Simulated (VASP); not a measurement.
Set up this calculation in VASP 6.6.1, as the native input.

```yaml
Task: single point
Functional: r2SCAN
Dispersion: D3(BJ)
Potentials_or_basis: VASP PAW PBE potentials, release 64 (Cu)
Cutoff: 520 eV
k_mesh: 16 × 16 × 16
Occupations: fermi-dirac, width 0.1 eV
Spin: no spin polarisation
Dipole_correction: no
Further_INCAR_settings: ALGO = Normal; EDIFF = 1e-06; NBANDS = 12
```

Crystal: Cu.

```
Cu
1.0
     0.00000    1.80750    1.82557
     1.80750    0.00000    1.82557
     1.80750    1.80750    0.00000
Cu
1
Direct
  0.00000 0.00000 0.00000
```

One way to write it, as run:

POSCAR

```
Cu
1.0
    0.0000000000      1.8075000000      1.8255750000
    1.8075000000      0.0000000000      1.8255750000
    1.8075000000      1.8075000000      0.0000000000
Cu
1
Direct
    0.0000000000      0.0000000000      0.0000000000
```

INCAR.step1

```
ALGO = Normal
EDIFF = 1E-4
ENCUT = 520
GGA = PE
ISMEAR = -1
LASPH = T
LCHARG = F
LREAL = F
LWAVE = T
NBANDS = 12
NELM = 60
PREC = Accurate
SIGMA = 0.1
```

INCAR.step2

```
ALGO = Normal
EDIFF = 1E-6
ENCUT = 520
ISIF = 2
ISMEAR = -1
ISTART = 1
IVDW = 12
LASPH = T
LCHARG = F
LMIXTAU = T
LREAL = F
LWAVE = F
METAGGA = R2SCAN
NBANDS = 12
NELM = 60
PREC = Accurate
SIGMA = 0.1
VDW_A1 = 0.49484001
VDW_A2 = 5.73083694
VDW_S6 = 1.0
VDW_S8 = 0.78981345
```

KPOINTS

```
k-points
0
Gamma
  16 16 16
```

Potentials or basis: VASP PAW PBE potentials, release 64 (Cu).

The run is started by

```sh
$ cat potpaw_PBE.64/Cu/POTCAR > POTCAR
$ cp INCAR.step1 INCAR
$ mpirun -np 1 vasp_std > vasp.out
$ cp INCAR.step2 INCAR
$ mpirun -np 1 vasp_std > vasp.out
```

It gave:

```yaml
Pressure: -9.1 GPa
Dispersion_energy_per_atom: -0.272 eV
```

Caveat: three body term missing; the PAW data sets were made with another functional, which shifts forces and pressure a little; pairwise dispersion overbinds metals, which lowers pressure and volume.

Wall time 2.4 min on 1 thread of Intel(R) Xeon(R) Platinum 8488C (Sapphire Rapids), on a shared host, peak memory 0.17 GiB.
